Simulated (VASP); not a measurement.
Write the native input for VASP 6.6.1 that does the following.

| Property | Result |
| --- | --- |
| Task | single point |
| Functional | PBE |
| Potentials or basis | VASP PAW PBE potentials, release 64 (In_d, As, H) |
| Cutoff | 520 eV |
| k mesh | 1 × 1 × 12 |
| Occupations | gaussian, width 0.05 eV |
| Spin | no spin polarisation |
| Dipole correction | no |
| Further INCAR settings | ALGO = Normal; EDIFF = 1e-06; NBANDS = 44 |

The structure of In3As3H8 lies in POSCAR:

```
In3As3H8
1.0
   16.2000000000      0.0000000000      0.0000000000
    0.0000000000     15.8000000000      0.0000000000
    0.0000000000      0.0000000000      4.3743937318
In As H
3 3 8
Direct
    0.5000000000      0.5529619872      0.0000000000
    0.3649878478      0.3571921472      0.5000000000
    0.6350121522      0.3571921472      0.5000000000
    0.5000000000      0.6508469072      0.5000000000
    0.6350121522      0.4550770672      0.0000000000
    0.3649878478      0.4550770672      0.0000000000
    0.4233904443      0.7063894647      0.5000000000
    0.5766095557      0.7063894647      0.5000000000
    0.4526856287      0.2936105353      0.5000000000
    0.2772900669      0.2936105353      0.5000000000
    0.7116217080      0.5106196247      0.0000000000
    0.5473143713      0.2936105353      0.5000000000
    0.7227099331      0.2936105353      0.5000000000
    0.2883782920      0.5106196247      0.0000000000
```

One way to write it, as run:

INCAR

```
SYSTEM = In3As3H8
PREC = Accurate ; ENCUT = 520
EDIFF = 1E-6 ; ISMEAR = 0
SIGMA = 0.05 ; LREAL = .False.
LASPH = .True. ; NELM = 100
ALGO = Normal ; ISIF = 2
LWAVE = .False. ; LCHARG = .False.
GGA = PE ; NBANDS = 44
```

KPOINTS

```
regular mesh
0
Gamma
  1 1 12
  0 0 0
```

Potentials or basis: VASP PAW PBE potentials, release 64 (In_d, As, H).

Command:

```bash
$ cat potpaw_PBE.64/In_d/POTCAR potpaw_PBE.64/As/POTCAR potpaw_PBE.64/H/POTCAR > POTCAR
$ mpirun -np 1 vasp_std > vasp.out
```

It gave:

```json
{"Largest force": "0.852 eV/Å", "Band gap on the k mesh": "1.38 eV (least direct gap 1.52 eV)"}
```

Caveat: spin-orbit coupling is left out, which moves the levels of the heavy elements.

Run time: 12 min on 1 thread of Intel(R) Xeon(R) 6975P-C (Granite Rapids) (shared host), peak memory 1.1 GiB.
